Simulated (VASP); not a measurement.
KCl, 2 atoms in the cell. The structure is cubic, space group Fm-3m (No. 225). Conventional cell: a = 6.226 Å, b = 6.226 Å, c = 6.226 Å, α = 90.00°, β = 90.00°, γ = 90.00°. K (site symmetry m-3m) has 6 Cl at 3.11 Å within 4.1 Å. Cl (site symmetry m-3m) has 6 K at 3.11 Å within 4.1 Å. 

- Program: VASP 6.6.1
- Task: single point
- Functional: r2SCAN
- Potentials or basis: VASP PAW PBE potentials, release 64 (K_sv, Cl)
- Cutoff: 520 eV
- k mesh: 6 × 6 × 6
- Occupations: gaussian, width 0.01 eV
- Spin: no spin polarisation
- Dipole correction: no
- Further INCAR settings: ALGO = Normal; EDIFF = 1e-06; NBANDS = 15

Potentials or basis: VASP PAW PBE potentials, release 64 (K_sv, Cl).

Launch:

```sh
$ cat potpaw_PBE.64/K_sv/POTCAR potpaw_PBE.64/Cl/POTCAR > POTCAR
$ cp INCAR.step1 INCAR
$ mpirun -np 1 vasp_std > vasp.out
$ cp INCAR.step2 INCAR
$ mpirun -np 1 vasp_std > vasp.out
```

Hardware: 1 thread of Intel(R) Xeon(R) 6975P-C (Granite Rapids), with other jobs on the host.

Problem. How long does it take, and how much memory?

Solution. It took 25 s on 1 thread of Intel(R) Xeon(R) 6975P-C (Granite Rapids) (shared host), peak memory 0.21 GiB. Counts: k points 16.
